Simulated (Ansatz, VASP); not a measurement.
## One calculation of Mn, two programs

```
Mn
1.0
    -2.20015    2.20015    1.23324
     2.20015   -2.20015    1.23324
     2.20015    2.20015   -1.23324
Mn
2
Cartesian
  0.0000 2.2001 0.6166
  0.0000 0.0000 0.0000
```

Alike in both runs: task single point; functional PBE; k mesh 6 × 6 × 6; occupations gaussian, width 0.1 eV; collinear spin.

|  | VASP | Ansatz |
| --- | --- | --- |
| version | VASP 6.6.1 | Ansatz 0.2.0 |
| potentials or method | VASP PAW PBE potentials, release 64 (Mn_sv), cutoff 680 eV | scalar-relativistic, plane waves, PAW |
| valence electrons in the cell | 30 | 30 |

Ansatz gave:

* gap on the k mesh at the Fermi level (eV): none
* pressure (GPa): 0.6
* traceless stress, the component that is largest in VASP (GPa): 3.07
* net moment per atom (μB): 1.22
* size of the moment on the site where the two differ most (μB): 1.16

Problem. Which values does VASP return?

Solution. gap on the k mesh at the Fermi level (eV): none; pressure (GPa): -0.5; traceless stress, the component that is largest in VASP (GPa): 3.01; net moment per atom (μB): 1.22; size of the moment on the site where the two differ most (μB): 1.17.

Site moments also hang on the region over which each program counts them. A gap of «none» marks a metal or a gap that the smearing closes. With one functional, cell and mesh, what is left measures potentials, basis and numerics.

The k mesh is coarse, so the values compare programs but aren't converged.
